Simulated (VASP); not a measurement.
Input of a VASP 6.6.1 run:

INCAR

```
PREC = Accurate ; ENCUT = 520
EDIFF = 1E-7 ; ISMEAR = 0
SIGMA = 0.1 ; LREAL = False
LASPH = True ; NELM = 100
ALGO = Normal ; ISIF = 2
LWAVE = False ; LCHARG = False
GGA = PE ; NBANDS = 42
```

KPOINTS

```
Automatic mesh
0
Gamma
  4 4 4
```

File POSCAR:

```
ZnIn2Cl4
1.0
   -1.4285736099     -6.1134742035      0.0473586649
    6.1734018595      1.4078758947     -0.0589694231
   -2.5004869942      2.2523940967      6.5174125996
Zn In Cl
1 2 4
Direct
    0.0077061190     -0.0434619142      0.0009698900
    0.5416469422      0.2009299594      0.6461706332
    0.8979420583      0.5779429698      0.3541113173
    0.6732551425      0.8117182632      0.7072291268
    0.0318417792      0.5961862989     -0.0116173704
    0.3941804896      0.2542995373      0.0073239861
   -0.0465725307      0.1023848856      0.2958124169
```

Potentials or basis: VASP PAW PBE potentials, release 64 (Zn, In_d, Cl).

Run with:

```bash
$ cat potpaw_PBE.64/Zn/POTCAR potpaw_PBE.64/In_d/POTCAR potpaw_PBE.64/Cl/POTCAR > POTCAR
$ mpirun -np 1 vasp_std > vasp.out
```

Q: Estimate the largest force.

A: 0.021 eV/Å.

Q: Estimate the band gap on the k mesh.

A: 2.34 eV (least direct gap 2.60 eV).

Q: Estimate the pressure.

A: 0.0 GPa.

Forces in eV/Å, atoms in the order of the input:
```
Zn  -0.001 -0.005  0.004
In  -0.004  0.011 -0.009
In   0.002 -0.006  0.014
Cl   0.001  0.003 -0.018
Cl  -0.005 -0.006  0.014
Cl   0.005 -0.001 -0.021
Cl   0.000  0.003  0.015
```

Caveat: spin-orbit coupling is left out, which moves the levels of the heavy elements. A k mesh can miss the band edges.
